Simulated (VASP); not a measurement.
A run of VASP 6.6.1 is set up as follows.

File INCAR:

```
PREC = Accurate
ENCUT = 520
EDIFF = 1E-6
ISMEAR = 0
SIGMA = 0.01
LREAL = F
LASPH = T
NELM = 100
ALGO = Normal
ISIF = 2
LWAVE = F
LCHARG = F
GGA = CA
NBANDS = 11
```

File KPOINTS:

```
Automatic mesh
0
Gamma
  7 7 7
```

File POSCAR:

```
MgS
1.0
    0.0000000000      2.5032401946      2.5032401946
    2.5032401946      0.0000000000      2.5032401946
    2.5032401946      2.5032401946      0.0000000000
Mg S
1 1
Direct
    0.0000000000      0.0000000000      0.0000000000
    0.7500000000      0.7500000000      0.7500000000
```

Potentials or basis: VASP PAW LDA potentials, release 64 (Mg, S).

Run with:

```sh
$ cat potpaw_LDA.64/Mg/POTCAR potpaw_LDA.64/S/POTCAR > POTCAR
$ mpirun -np 1 vasp_std > vasp.out
```

(1) Predict the band gap on the k mesh.

(2) Estimate the pressure.

## Answers

(1) 3.32 eV, indirect (least direct gap 4.81 eV).

(2) 40.2 GPa.
